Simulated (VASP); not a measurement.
# NiMoIrPdW: single point with PBE+D3(BJ)

Crystal: NiMoIrPdW.

```
CELL_PARAMETERS angstrom
4.14670 0.00000 0.00000
-2.07335 3.59115 0.00000
0.00000 0.00000 5.41629
ATOMIC_POSITIONS crystal
Ni 0.00000 0.00000 0.02221
Mo 0.66667 0.33333 0.45996
Pd 0.33333 0.66667 0.74601
Ir 0.33333 0.66667 0.25641
W 0.66667 0.33333 0.99985
```

```json
{
  "Program": "VASP 6.6.1",
  "Task": "single point",
  "Functional": "PBE",
  "Dispersion": "D3(BJ)",
  "Potentials or basis": "VASP PAW PBE potentials, release 64 (Ni, Mo_sv, Pd, Ir, W_sv)",
  "Cutoff": "520 eV",
  "k mesh": "5 × 5 × 4",
  "Occupations": "fermi-dirac, width 0.05 eV",
  "Spin": "collinear spin, ferromagnetic start",
  "Starting moments": "[1.0, 1.0, 0.0, 0.6, 0.0] μB"
}
```

* Pressure: -5.4 GPa
* Largest force: 0.154 eV/Å
* Net moment: 0.00 μB per cell
* Valence electrons inside the program's atomic spheres: Ni 9.45; Mo 12.37; Pd 9.58; Ir 8.42; W 12.07
* Dispersion energy per atom: -0.582 eV

Forces in eV/Å, atoms in the order of the input:
```
Ni   0.000  0.000 -0.025
Mo   0.000  0.000 -0.064
Pd   0.000  0.000 -0.107
Ir   0.000  0.000  0.154
W    0.000  0.000  0.042
```

Stress tensor (GPa, compression positive):
```
-5.50  0.00  0.00
 0.00 -5.50  0.00
 0.00  0.00 -5.15
```

Levels at points of the mesh, in eV from the Fermi level:
Spin up:
```csv
k point,band 27,band 28,band 29,band 30,band 31,band 32
"(0.00, 0.00, 0.00)",-1.36,-0.71,0.84,0.84,2.06,2.06
"(0.00, 0.00, 0.50)",-0.47,-0.34,0.49,0.77,0.77,1.53
```
Spin down:
| k point | band 27 | band 28 | band 29 | band 30 | band 31 | band 32 |
| --- | --- | --- | --- | --- | --- | --- |
| (0.00, 0.00, 0.00) | -1.36 | -0.71 | 0.84 | 0.84 | 2.06 | 2.06 |
| (0.00, 0.00, 0.50) | -0.47 | -0.34 | 0.49 | 0.77 | 0.77 | 1.53 |

It took 5.1 min on 1 thread of Intel(R) Xeon(R) Platinum 8259CL CPU @ 2.50GHz (Skylake/Cascade Lake), on a shared host, peak memory 0.37 GiB.

Caveat: three body term missing; spin-orbit coupling is left out, which moves the levels of the heavy elements; pairwise dispersion overbinds metals, which lowers pressure and volume.
